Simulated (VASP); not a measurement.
Ca2Ge3N:

```
Ca Ge N
1.0
     5.83241    0.00000    0.00000
    -2.91620    5.05101    0.00000
     0.00000    0.00000    3.65851
Ca Ge N
2 3 1
Cartesian
  0.0000 3.3673 0.0000
  2.9162 1.6837 0.0000
  2.9162 0.0000 1.8293
  1.4581 2.5255 1.8293
  -1.4581 2.5255 1.8293
  0.0000 0.0000 0.0000
```

The cell was built from a structure type or drawn by symmetry, and may not be a known phase.

```yaml
Program: VASP 6.6.1
Task: relaxation of cell and atoms
Functional: PBE
Potentials_or_basis: VASP PAW PBE potentials, release 64 (Ca_sv, Ge_d, N)
Cutoff: 600 eV
k_mesh: 3 × 3 × 6
Occupations: gaussian, width 0.1 eV
Spin: no spin polarisation
```

At the start: pressure 34.1 GPa; volume 17.96 Å³/atom.

Problem. How do energy, volume and symmetry change on relaxing?

Solution. Over 10 steps the energy falls by 1320.7 meV/atom and the volume is 21.38 Å³/atom (+19.0 %); space group P6/mmm (No. 191, to 0.1 Å) before and after.

Step by step:
| step | energy change (eV) | largest force (eV/Å) | pressure (GPa) | volume (Å³) |
| --- | --- | --- | --- | --- |
| 1 | 0.0000 | 0.0000 | 34.06 | 107.78 |
| 2 | -5.7052 | 0.0000 | -4.34 | 176.99 |
| 3 | -5.7930 | 0.0000 | -1.98 | 163.97 |
| 4 | -5.7950 | 0.0000 | -2.79 | 167.87 |
| 5 | -6.5560 | 0.0000 | -3.64 | 160.51 |
| 6 | -7.8503 | 0.0000 | -2.61 | 134.54 |
| 7 | -7.8305 | 0.0000 | -3.13 | 137.72 |
| 8 | -7.8465 | 0.0000 | -2.90 | 136.30 |
| 9 | -7.8925 | 0.0000 | 2.15 | 123.50 |
| 10 | -7.9242 | 0.0000 | 0.00 | 128.29 |

Final structure:
```cif
data_structure
_symmetry_space_group_name_H-M 'P 1'
_symmetry_Int_Tables_number 1
_cell_length_a 5.1885
_cell_length_b 5.1885
_cell_length_c 5.5029
_cell_angle_alpha 90.000
_cell_angle_beta 90.000
_cell_angle_gamma 120.000
_cell_volume 128.29
loop_
_atom_site_label
_atom_site_type_symbol
_atom_site_fract_x
_atom_site_fract_y
_atom_site_fract_z
_atom_site_occupancy
Ca1 Ca 0.33333 0.66667 0.00000 1
Ca2 Ca 0.66667 0.33333 0.00000 1
Ge1 Ge 0.50000 0.00000 0.50000 1
Ge2 Ge 0.50000 0.50000 0.50000 1
Ge3 Ge 0.00000 0.50000 0.50000 1
N1 N 0.00000 0.00000 0.00000 1
```

Caveat: the k points lie up to 0.47 Å⁻¹ apart in the final cell, too coarse for converged energies and pressures of a metal; the volume moved by over 15 % at a fixed basis, so the end points are rough.
